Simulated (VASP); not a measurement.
# TiO2 (C2/c) in VASP: a series of runs

The runs below take TiO2 through single point, with r2SCAN+U.

Everything below comes from runs of VASP 6.6.1. Logs are shortened: lines on timing, memory, paths and dates and some standing lists are left out, and cuts for length are marked.

## 1. The cell of the first run

The typed cell holds 6 atoms: a = 3.797 Å, b = 3.797 Å, c = 5.420 Å, α = 110.49°, β = 110.49°, γ = 90.00°.

## 2. Single point, r2SCAN+U (strain +0.000 along x and y, -0.025 along z)

File POSCAR:

```
TiO2
1.0
    2.6847585539     -2.6847645963     -0.0196544933
    2.6847585539      2.6847645963     -0.0196544933
   -2.6485578781      0.0000000000      4.7288493101
Ti O
2 4
Direct
    0.1249948851      0.8750051149      0.2500000000
    0.8750051149      0.1249948851      0.7500000000
    0.3311340192      0.0811285959      0.6622697772
    0.6688659808      0.9188714041      0.3377302228
    0.9188714041      0.6688659808      0.8377302228
    0.0811285959      0.3311340192      0.1622697772
```

File INCAR.step1:

```
  PREC = Accurate
  ENCUT = 520
  ISMEAR = 0
  SIGMA = 0.05
  LREAL = False
  LASPH = True
  NELM = 150
  LMAXMIX = 4
  LDAU = True
  LDAUTYPE = 2
  LDAUL = 2 -1
  LDAUU = 4 0
  LDAUJ = 0 0
  NBANDS = 33
  GGA = PE
  ALGO = Normal
  EDIFF = 1E-4
  LWAVE = True
  LCHARG = False
```

File INCAR.step2:

```
  PREC = Accurate
  ENCUT = 520
  EDIFF = 1E-7
  ISMEAR = 0
  SIGMA = 0.05
  LREAL = False
  LASPH = True
  NELM = 150
  ALGO = Normal
  ISIF = 2
  LWAVE = False
  LCHARG = False
  LMAXMIX = 4
  LDAU = True
  LDAUTYPE = 2
  LDAUL = 2 -1
  LDAUU = 4 0
  LDAUJ = 0 0
  LDAUPRINT = 1
  METAGGA = R2SCAN
  LMIXTAU = True
  NBANDS = 33
  ISTART = 1
```

File KPOINTS:

```
regular mesh
0
Gamma
  6 6 6
```

Potentials or basis: VASP PAW PBE potentials, release 64 (Ti_sv, O).

Launch:

```bash
cat potpaw_PBE.64/Ti_sv/POTCAR potpaw_PBE.64/O/POTCAR > POTCAR
cp INCAR.step1 INCAR
mpirun -np 1 vasp_std > vasp.out
cp INCAR.step2 INCAR
mpirun -np 1 vasp_std > vasp.out
```

OUTCAR:

```text
PREC = Accurate
   ENCUT = 520
   EDIFF = 1E-7
   ISMEAR = 0
   LREAL = False
   LASPH = True
   NELM = 150
   ISIF = 2
   METAGGA = R2SCAN
   ISTART = 1

 ion  position               nearest neighbor table
   1  0.125  0.875  0.250-   3 1.94   5 1.94   4 1.94   6 1.94   4 1.94   6 1.94
   2  0.875  0.125  0.750-   4 1.94   6 1.94   5 1.94   3 1.94   5 1.94   3 1.94
   3  0.331  0.081  0.662-   1 1.94   2 1.94   2 1.94
   4  0.669  0.919  0.338-   2 1.94   1 1.94   1 1.94
   5  0.919  0.669  0.838-   1 1.94   2 1.94   2 1.94
   6  0.081  0.331  0.162-   2 1.94   1 1.94   1 1.94

  LATTYP: Found a base centered monoclinic cell.
 ALAT       =     5.3696609918
 B/A-ratio  =     0.9999754548
 C/A-ratio  =     1.0093828629
 COS(beta)  =    -0.4950337845

  Lattice vectors:

 A1 = (   2.6847585539,  -2.6847645963,  -0.0196544933)
 A2 = (   2.6847585539,   2.6847645963,  -0.0196544933)
 A3 = (  -2.6485578781,   0.0000000000,   4.7288493101)

Analysis of symmetry for initial positions (statically):
=====================================================================
 Subroutine PRICEL returns:
 Original cell was already a primitive cell.

 Routine SETGRP: Setting up the symmetry group for a
 base centered monoclinic supercell.

 Subroutine GETGRP returns: Found  4 space group operations
 (whereof  2 operations were pure point group operations)
 out of a pool of  4 trial point group operations.

The static configuration has the point symmetry S_2 .
 The point group associated with its full space group is C_2h.

Analysis of symmetry for dynamics (positions and initial velocities):
=====================================================================
 Subroutine PRICEL returns:
 Original cell was already a primitive cell.

 Routine SETGRP: Setting up the symmetry group for a
 base centered monoclinic supercell.

 Subroutine GETGRP returns: Found  4 space group operations
 (whereof  2 operations were pure point group operations)
 out of a pool of  4 trial point group operations.

The dynamic configuration has the point symmetry S_2 .
 The point group associated with its full space group is C_2h.

 Subroutine INISYM returns: Found  4 space group operations
 (whereof  2 operations are pure point group operations),
 and found     1 'primitive' translations

----------------------------------------------------------------------------------------

                                     Primitive cell

  volume of cell :      67.8911

  direct lattice vectors                    reciprocal lattice vectors
     2.684758554 -2.684764596 -0.019654493     0.187003247 -0.186236067  0.104737726
     2.684758554  2.684764596 -0.019654493     0.187003247  0.186236067  0.104737726
    -2.648557878  0.000000000  4.728849310     0.001554481  0.000000000  0.212338577

  length of vectors
     3.796877102  3.796877102  5.420043785     0.283943794  0.283943794  0.212344267

  position of ions in fractional coordinates (direct lattice)
     0.124994885  0.875005115  0.250000000
     0.875005115  0.124994885  0.750000000
     0.331134019  0.081128596  0.662269777
[... 114 lines left out ...]
   LHFCALC =     F    Hartree Fock is set to
   AEXX    =    0.0000 exact exchange contribution
   IVDW    =     0    specifies the selected vdW correction
   LEPSILON=     F    determine dielectric tensor
   LRPA    =     F    only Hartree local field effects (RPA)
 non-spin polarized calculation
 Gauss-broadening in eV      SIGMA  =   0.05
  energy-cutoff  :      520.00
  volume of cell :       67.89
 maximum number of plane-waves:      1855
   NGX = 15   NGY = 15   NGZ = 21

atom =   1  type =  1  l = 2

 onsite density matrix

spin component  1

  0.2429 -0.0011 -0.0000  0.0000  0.0000
 -0.0011  0.0969 -0.0000 -0.0000 -0.0000
 -0.0000 -0.0000  0.2619  0.0022  0.0000
  0.0000 -0.0000  0.0022  0.0969  0.0000
  0.0000 -0.0000  0.0000  0.0000  0.0918

spin component  2

  0.2429 -0.0011 -0.0000  0.0000  0.0000
 -0.0011  0.0969 -0.0000 -0.0000 -0.0000
 -0.0000 -0.0000  0.2619  0.0022  0.0000
  0.0000 -0.0000  0.0022  0.0969  0.0000
  0.0000 -0.0000  0.0000  0.0000  0.0918

 occupancies and eigenvectors

  o =  0.0918  v =  0.0000  0.0000  0.0000 -0.0052  1.0000  0.0000  0.0000  0.0000  0.0000  0.0000      0.0000  0.0000  0.0000  0.0000  0.0000  0.0000  0.0000  0.0000  0.0000  0.0000
  o =  0.0918  v =  0.0000  0.0000  0.0000  0.0000  0.0000  0.0000  0.0000  0.0000 -0.0052  1.0000      0.0000  0.0000  0.0000  0.0000  0.0000  0.0000  0.0000  0.0000  0.0000  0.0000
  o =  0.0969  v = -0.0000 -0.0000  0.0132 -0.9999 -0.0052  0.0000  0.0000  0.0000  0.0000  0.0000      0.0000  0.0000  0.0000  0.0000  0.0000  0.0000  0.0000  0.0000  0.0000  0.0000
  o =  0.0969  v =  0.0000  0.0000  0.0000  0.0000  0.0000 -0.0000 -0.0000  0.0132 -0.9999 -0.0052      0.0000  0.0000  0.0000  0.0000  0.0000  0.0000  0.0000  0.0000  0.0000  0.0000
  o =  0.0969  v =  0.0000  0.0000  0.0000  0.0000  0.0000  0.0075  1.0000  0.0000 -0.0000 -0.0000      0.0000  0.0000  0.0000  0.0000  0.0000  0.0000  0.0000  0.0000  0.0000  0.0000
  o =  0.0969  v =  0.0075  1.0000  0.0000 -0.0000 -0.0000  0.0000  0.0000  0.0000  0.0000  0.0000      0.0000  0.0000  0.0000  0.0000  0.0000  0.0000  0.0000  0.0000  0.0000  0.0000
  o =  0.2429  v = -1.0000  0.0075 -0.0000 -0.0000 -0.0000  0.0000  0.0000  0.0000  0.0000  0.0000      0.0000  0.0000  0.0000  0.0000  0.0000  0.0000  0.0000  0.0000  0.0000  0.0000
  o =  0.2429  v =  0.0000  0.0000  0.0000  0.0000  0.0000 -1.0000  0.0075 -0.0000 -0.0000 -0.0000      0.0000  0.0000  0.0000  0.0000  0.0000  0.0000  0.0000  0.0000  0.0000  0.0000
  o =  0.2619  v =  0.0000  0.0000 -0.9999 -0.0132 -0.0000  0.0000  0.0000  0.0000  0.0000  0.0000      0.0000  0.0000  0.0000  0.0000  0.0000  0.0000  0.0000  0.0000  0.0000  0.0000
  o =  0.2619  v =  0.0000  0.0000  0.0000  0.0000  0.0000  0.0000  0.0000 -0.9999 -0.0132 -0.0000      0.0000  0.0000  0.0000  0.0000  0.0000  0.0000  0.0000  0.0000  0.0000  0.0000

atom =   2  type =  1  l = 2

 onsite density matrix

spin component  1

  0.2429 -0.0011 -0.0000  0.0000  0.0000
 -0.0011  0.0969 -0.0000 -0.0000 -0.0000
 -0.0000 -0.0000  0.2619  0.0022  0.0000
  0.0000 -0.0000  0.0022  0.0969  0.0000
  0.0000 -0.0000  0.0000  0.0000  0.0918

spin component  2

  0.2429 -0.0011 -0.0000  0.0000  0.0000
 -0.0011  0.0969 -0.0000 -0.0000 -0.0000
 -0.0000 -0.0000  0.2619  0.0022  0.0000
  0.0000 -0.0000  0.0022  0.0969  0.0000
  0.0000 -0.0000  0.0000  0.0000  0.0918

 occupancies and eigenvectors

  o =  0.0918  v =  0.0000  0.0000  0.0000 -0.0052  1.0000  0.0000  0.0000  0.0000  0.0000  0.0000      0.0000  0.0000  0.0000  0.0000  0.0000  0.0000  0.0000  0.0000  0.0000  0.0000
  o =  0.0918  v =  0.0000  0.0000  0.0000  0.0000  0.0000  0.0000  0.0000  0.0000 -0.0052  1.0000      0.0000  0.0000  0.0000  0.0000  0.0000  0.0000  0.0000  0.0000  0.0000  0.0000
  o =  0.0969  v = -0.0000 -0.0000  0.0132 -0.9999 -0.0052  0.0000  0.0000  0.0000  0.0000  0.0000      0.0000  0.0000  0.0000  0.0000  0.0000  0.0000  0.0000  0.0000  0.0000  0.0000
  o =  0.0969  v =  0.0000  0.0000  0.0000  0.0000  0.0000 -0.0000 -0.0000  0.0132 -0.9999 -0.0052      0.0000  0.0000  0.0000  0.0000  0.0000  0.0000  0.0000  0.0000  0.0000  0.0000
  o =  0.0969  v =  0.0000  0.0000  0.0000  0.0000  0.0000  0.0075  1.0000  0.0000 -0.0000 -0.0000      0.0000  0.0000  0.0000  0.0000  0.0000  0.0000  0.0000  0.0000  0.0000  0.0000
  o =  0.0969  v =  0.0075  1.0000  0.0000 -0.0000 -0.0000  0.0000  0.0000  0.0000  0.0000  0.0000      0.0000  0.0000  0.0000  0.0000  0.0000  0.0000  0.0000  0.0000  0.0000  0.0000
  o =  0.2429  v = -1.0000  0.0075 -0.0000 -0.0000 -0.0000  0.0000  0.0000  0.0000  0.0000  0.0000      0.0000  0.0000  0.0000  0.0000  0.0000  0.0000  0.0000  0.0000  0.0000  0.0000
  o =  0.2429  v =  0.0000  0.0000  0.0000  0.0000  0.0000 -1.0000  0.0075 -0.0000 -0.0000 -0.0000      0.0000  0.0000  0.0000  0.0000  0.0000  0.0000  0.0000  0.0000  0.0000  0.0000
  o =  0.2619  v =  0.0000  0.0000 -0.9999 -0.0132 -0.0000  0.0000  0.0000  0.0000  0.0000  0.0000      0.0000  0.0000  0.0000  0.0000  0.0000  0.0000  0.0000  0.0000  0.0000  0.0000
  o =  0.2619  v =  0.0000  0.0000  0.0000  0.0000  0.0000  0.0000  0.0000 -0.9999 -0.0132 -0.0000      0.0000  0.0000  0.0000  0.0000  0.0000  0.0000  0.0000  0.0000  0.0000  0.0000

 number of electron      47.9999997 magnetization

 Free energy of the ion-electron system (eV)
  ---------------------------------------------------
  ext. energy  EPLUGINS =         0.00000000
  ---------------------------------------------------
  free energy    TOTEN  =       -64.51975275 eV

  energy without entropy =      -64.51975275  energy(sigma->0) =      -64.51975275

 E-fermi :   3.5410     XC(G=0): -11.4866

 val. band max:        3.1975011829   @ k =   0.5000   0.5000  -0.0000
 cond. band min:       6.5065810598   @ k =   0.0000   0.0000   0.0000
 fundamental gap:      3.3090798769
 Fermi energy:         3.5410185478

 k-point     1 :       0.0000    0.0000    0.0000
  band No.  band energies     occupation
      1     -56.1718      2.00000
      2     -56.1082      2.00000
      3     -31.5655      2.00000
      4     -31.2990      2.00000
      5     -31.2990      2.00000
      6     -31.2239      2.00000
[... 853 lines left out ...]
     32      10.0524      0.00000
     33      10.0537      0.00000

 [... further k-points ...]

------------------------ aborting loop because EDIFF is reached ----------------------------------------

  FORCE on cell =-STRESS in cart. coord.  units (eV):
  Direction    XX          YY          ZZ          XY          YZ          ZX
  --------------------------------------------------------------------------------------
  -------------------------------------------------------------------------------------
  Total        3.8862109      3.8880284      7.3017164      0.0000000      0.0000000      0.0052676
  in kB       91.7116294     91.7545198    172.3149682      0.0000000      0.0000000      0.1243105
  external PRESSURE =     118.5937058 kB  Pullay stress =       0.0000000 kB

 VOLUME and BASIS-vectors are now :
 -----------------------------------------------------------------------------
  energy-cutoff  :      520.00
  volume of cell :       67.89
      direct lattice vectors                 reciprocal lattice vectors
     2.684758554 -2.684764596 -0.019654493     0.187003247 -0.186236067  0.104737726
     2.684758554  2.684764596 -0.019654493     0.187003247  0.186236067  0.104737726
    -2.648557878  0.000000000  4.728849310     0.001554481  0.000000000  0.212338577

 POSITION                                       TOTAL-FORCE (eV/Angst)
 -----------------------------------------------------------------------------------
      2.02262      2.01360      1.16256         0.000000     -0.002733     -0.000000
      0.69834     -2.01360      3.52698         0.000000      0.002733     -0.000000
     -0.64723     -0.67121      3.12367         0.004789      0.001591      0.759558
      3.36819      0.67121      1.56587        -0.004789     -0.001591     -0.759558
      2.04391     -0.67121      3.93029        -0.004789      0.001591     -0.759558
      0.67704      0.67121      0.75925         0.004789     -0.001591      0.759558
 -----------------------------------------------------------------------------------
    total drift:                               -0.000000      0.000000      0.000000

  FREE ENERGIE OF THE ION-ELECTRON SYSTEM (eV)
  ---------------------------------------------------
  free  energy   TOTEN  =       -64.5197527468 eV

  energy  without entropy=      -64.5197527468  energy(sigma->0) =      -64.51975275
```

Wall time 17 min (1 thread of Oxide Virtual Turin-like, shared host); peak memory 0.23 GiB.

What came out:

```yaml
Free_energy: -64.5198 eV
Pressure: 11.9 GPa
Largest_force: 0.760 eV/Å
Band_gap_on_the_k_mesh: 3.31 eV (least direct gap 3.60 eV)
```

Forces in eV/Å, atoms in the order of the input:
```
Ti   0.000 -0.003  0.000
Ti   0.000  0.003  0.000
O    0.005  0.002  0.760
O   -0.005 -0.002 -0.760
O   -0.005  0.002 -0.760
O    0.005 -0.002  0.760
```

Eigenvalues of the final occupation matrices:
```
    site  spin  trace               eigenvalues
site 1 d     1   0.79  0.09 0.10 0.10 0.24 0.26
site 1 d     2   0.79  0.09 0.10 0.10 0.24 0.26
site 2 d     1   0.79  0.09 0.10 0.10 0.24 0.26
site 2 d     2   0.79  0.09 0.10 0.10 0.24 0.26
```

Caveat: the cell differs from its parent crystal (strain +0.000 along x and y, -0.025 along z); the stress differs along the axes, from 9 to 17 GPa; the PAW data sets were made with another functional, which shifts forces and pressure a little.

## 3. Single point, r2SCAN+U (strain -0.025 along x and y, +0.050 along z)

Changes to POSCAR since step 2:

```diff
@@ -2,5 +2,5 @@
 1.0
-    2.6847585539     -2.6847645963     -0.0196544933
-    2.6847585539      2.6847645963     -0.0196544933
-   -2.6485578781      0.0000000000      4.7288493101
+    2.6176395901     -2.6176454814     -0.0211663774
+    2.6176395901      2.6176454814     -0.0211663774
+   -2.5823439311      0.0000000000      5.0926069493
 Ti O
```

File INCAR.step1:

```
SYSTEM = TiO2
PREC     = Accurate       ! precision mode
ENCUT    = 520            ! plane-wave cutoff, eV
ISMEAR   = 0              ! smearing method
SIGMA    = 0.05           ! smearing width, eV
LREAL    = .FALSE.        ! projectors in reciprocal space
LASPH    = .TRUE.         ! aspherical terms in the spheres
NELM     = 150            ! most SCF steps
LMAXMIX  = 4              ! l up to which the mixer works
LDAU     = .TRUE.         ! DFT+U
LDAUTYPE = 2            
LDAUL    = 2 -1           ! shell
LDAUU    = 4 0            ! U, eV
LDAUJ    = 0 0          
NBANDS   = 33             ! bands
GGA      = PE             ! functional
ALGO     = Normal         ! electronic algorithm
EDIFF    = 1E-4           ! SCF threshold, eV
LWAVE    = .TRUE.         ! write WAVECAR
LCHARG   = .FALSE.        ! write CHGCAR
```

File INCAR.step2:

```
SYSTEM = TiO2
PREC     = Accurate       ! precision mode
ENCUT    = 520            ! plane-wave cutoff, eV
EDIFF    = 1E-7           ! SCF threshold, eV
ISMEAR   = 0              ! smearing method
SIGMA    = 0.05           ! smearing width, eV
LREAL    = .FALSE.        ! projectors in reciprocal space
LASPH    = .TRUE.         ! aspherical terms in the spheres
NELM     = 150            ! most SCF steps
ALGO     = Normal         ! electronic algorithm
ISIF     = 2              ! what is computed and relaxed
LWAVE    = .FALSE.        ! write WAVECAR
LCHARG   = .FALSE.        ! write CHGCAR
LMAXMIX  = 4              ! l up to which the mixer works
LDAU     = .TRUE.         ! DFT+U
LDAUTYPE = 2            
LDAUL    = 2 -1           ! shell
LDAUU    = 4 0            ! U, eV
LDAUJ    = 0 0          
LDAUPRINT= 1            
METAGGA  = R2SCAN         ! meta-GGA
LMIXTAU  = .TRUE.       
NBANDS   = 33             ! bands
ISTART   = 1
```

File KPOINTS:

```
regular mesh
0
G
  6 6 6
  0 0 0
```

Potentials or basis: VASP PAW PBE potentials, release 64 (Ti_sv, O).

Launch:

```bash
cat potpaw_PBE.64/Ti_sv/POTCAR potpaw_PBE.64/O/POTCAR > POTCAR
cp INCAR.step1 INCAR
mpirun -np 1 vasp_std > vasp.out
cp INCAR.step2 INCAR
mpirun -np 1 vasp_std > vasp.out
```

Wall time 18 min (1 thread of Oxide Virtual Turin-like, shared host); peak memory 0.23 GiB.

Results (log left out):

```yaml
Free_energy: -64.3960 eV
Pressure: 6.7 GPa
Largest_force: 0.693 eV/Å
Band_gap_on_the_k_mesh: 3.32 eV (least direct gap 3.66 eV)
```

Forces in eV/Å, atoms in the order of the input:
```
Ti   0.000  0.006  0.000
Ti   0.000 -0.006  0.000
O   -0.004 -0.004 -0.693
O    0.004  0.004  0.693
O    0.004 -0.004  0.693
O   -0.004  0.004 -0.693
```

Stress tensor (GPa, compression positive):
```
13.35  0.00 -0.03
 0.00 13.35  0.00
-0.03  0.00 -6.60
```

Levels at points of the mesh, in eV from the valence-band top:
```tsv
k point	band 21	band 22	band 23	band 24	band 25	band 26	band 27	band 28
(0.00, 0.00, 0.00)	-1.01	-0.99	-0.43	-0.43	3.32	3.87	5.12	5.12
(0.50, 0.00, 0.00)	-1.83	-1.08	-0.91	-0.80	4.38	4.44	4.53	4.68
(0.50, 0.50, 0.00)	-2.11	-2.11	0.00	0.00	4.16	4.16	4.65	4.65
(0.00, 0.00, 0.50)	-1.42	-1.42	-0.17	-0.17	3.59	3.59	4.94	4.94
(0.50, 0.00, 0.50)	-1.83	-1.08	-0.91	-0.80	4.38	4.44	4.53	4.68
(0.50, 0.50, 0.50)	-2.11	-2.11	0.00	0.00	4.16	4.16	4.65	4.65
```

Eigenvalues of the final occupation matrices:
```csv
site,spin,trace,eigenvalues
site 1 d,1,0.78,0.10 0.10 0.11 0.21 0.27
site 1 d,2,0.78,0.10 0.10 0.11 0.21 0.27
site 2 d,1,0.78,0.10 0.10 0.11 0.21 0.27
site 2 d,2,0.78,0.10 0.10 0.11 0.21 0.27
```

Caveat: the cell differs from its parent crystal (strain -0.025 along x and y, +0.050 along z); the stress differs along the axes, from -7 to 13 GPa; the PAW data sets were made with another functional, which shifts forces and pressure a little. A k mesh can miss the band edges.
